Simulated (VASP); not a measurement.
Here is a VASP 6.6.1 calculation.

Contents of POSCAR:

```
BeS
1.0
    0.0000000000      2.4341052350      2.4341052350
    2.4341052350      0.0000000000      2.4341052350
    2.4341052350      2.4341052350      0.0000000000
Be S
1 1
Direct
    0.0000000000      0.0000000000      0.0000000000
    0.2500000000      0.2500000000      0.2500000000
```

File INCAR.step1:

```
ALGO     = Normal         # electronic algorithm
EDIFF    = 1E-4           # SCF threshold, eV
ENCUT    = 520            # plane-wave cutoff, eV
GGA      = PE             # functional
ISMEAR   = -1             # smearing method
LASPH    = T              # aspherical terms in the spheres
LCHARG   = F              # write CHGCAR
LREAL    = F              # projectors in reciprocal space
LWAVE    = T              # write WAVECAR
NBANDS   = 11             # bands
NELM     = 60             # most SCF steps
PREC     = Accurate       # precision mode
SIGMA    = 0.02           # smearing width, eV
```

Contents of INCAR.step2:

```
ALGO     = Normal         # electronic algorithm
EDIFF    = 1E-7           # SCF threshold, eV
ENCUT    = 520            # plane-wave cutoff, eV
ISIF     = 2              # what is computed and relaxed
ISMEAR   = -1             # smearing method
ISTART   = 1            
LASPH    = T              # aspherical terms in the spheres
LCHARG   = F              # write CHGCAR
LMIXTAU  = T            
LREAL    = F              # projectors in reciprocal space
LWAVE    = F              # write WAVECAR
METAGGA  = R2SCAN         # meta-GGA
NBANDS   = 11             # bands
NELM     = 60             # most SCF steps
PREC     = Accurate       # precision mode
SIGMA    = 0.02           # smearing width, eV
```

File KPOINTS:

```
k-points
0
Gamma
  10 10 10
```

Potentials or basis: VASP PAW PBE potentials, release 64 (Be, S).

Launch:

```console
$ cat potpaw_PBE.64/Be/POTCAR potpaw_PBE.64/S/POTCAR > POTCAR
$ cp INCAR.step1 INCAR
$ mpirun -np 1 vasp_std > vasp.out
$ cp INCAR.step2 INCAR
$ mpirun -np 1 vasp_std > vasp.out
```

Problem. What does it give for the pressure?

Solution. 0.3 GPa.

Problem. Estimate the band gap on the k mesh.

Solution. 3.60 eV, indirect (least direct gap 6.26 eV).

Caveat: the PAW data sets were made with another functional, which shifts forces and pressure a little. A k mesh can miss the band edges.
